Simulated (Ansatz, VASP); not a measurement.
Two plane-wave programs on SnO2

```
Sn O
1.0
     0.00000    0.00000   -3.20071
    -4.75982    0.00000    0.00000
    -3.96636    9.52012    0.00000
Sn O
4 8
Direct
  0.50000 0.33209 0.20150
  0.50000 0.91544 0.70150
  0.00000 0.62377 0.45150
  0.00000 0.20712 0.95150
  0.00000 0.60708 0.10448
  0.00000 0.19043 0.60448
  0.50000 0.15371 0.04852
  0.50000 0.73706 0.54852
  0.50000 0.51047 0.35448
  0.50000 0.09382 0.85448
  0.00000 0.05710 0.29852
  0.00000 0.64045 0.79852
```

Alike in both runs: task single point; functional r2SCAN; k mesh 8 × 6 × 3; occupations gaussian, width 0.05 eV; no spin polarisation.

|  | VASP | Ansatz |
| --- | --- | --- |
| version | VASP 6.6.1 | Ansatz 0.2.0 |
| potentials or method | VASP PAW PBE potentials, release 64 (Sn_d, O), cutoff 520 eV | scalar-relativistic, plane waves, PAW |
| valence electrons in the cell | 104 | 104 |

|  | VASP | Ansatz | Ansatz less VASP |
| --- | --- | --- | --- |
| gap on the k mesh at the Fermi level (eV) | 1.72 | 1.70 | -0.017 |
| least direct gap on the mesh (eV) | 1.72 | 1.70 | -0.017 |
| pressure (GPa) | 8.3 | 7.2 | -1.18 |
| traceless stress, the component that is largest in VASP (GPa) | -7.80 | -7.41 | +0.391 |
| rms of the force components (eV/Å) | 1.680 | 1.661 | -0.0198 |

VASP's potentials were made for PBE, not for r2SCAN. Atom by atom the forces differ by 0.029 eV/Å (rms over components).
